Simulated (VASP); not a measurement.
ScB2:

```
Sc B
1.0
     3.14319    0.00000    0.00000
    -1.57159    2.72208    0.00000
     0.00000    0.00000    3.52216
Sc B
1 2
Direct
  0.00000 0.00000 0.00000
  0.33333 0.66667 0.50000
  0.66667 0.33333 0.50000
```

```yaml
Program: VASP 6.6.1
Task: relaxation of cell and atoms
Functional: LDA
Potentials_or_basis: VASP PAW LDA potentials, release 64 (Sc_sv, B)
Cutoff: 600 eV
k_mesh: 15 × 15 × 12
Occupations: gaussian, width 0.1 eV
Spin: no spin polarisation
```

At the start: pressure -8.4 GPa; volume 10.05 Å³/atom.

Question: Where does the relaxation end?

Answer: Over 10 steps the energy falls by 11.7 meV/atom and the volume is 9.62 Å³/atom (-4.3 %); space group P6/mmm (No. 191, to 0.05 Å).

The path:
```tsv
step	energy change (eV)	largest force (eV/Å)	pressure (GPa)	volume (Å³)
1	0.0000	0.0000	-8.42	30.14
2	-0.0116	0.0000	7.74	27.89
3	-0.0346	0.0000	-0.04	28.87
4	-0.0346	0.0000	0.15	28.85
5	-0.0350	0.0000	0.17	28.83
6	-0.0350	0.0000	0.15	28.83
7	-0.0350	0.0000	0.16	28.83
8	-0.0350	0.0000	0.16	28.83
9	-0.0350	0.0000	-0.13	28.87
10	-0.0350	0.0000	0.02	28.85
```

Final structure:
```
Sc B
1.0
     3.10246    0.00000    0.00000
    -1.55123    2.68681    0.00000
     0.00000    0.00000    3.46063
Sc B
1 2
Direct
  0.00000 0.00000 0.00000
  0.33333 0.66667 0.50000
  0.66667 0.33333 0.50000
```
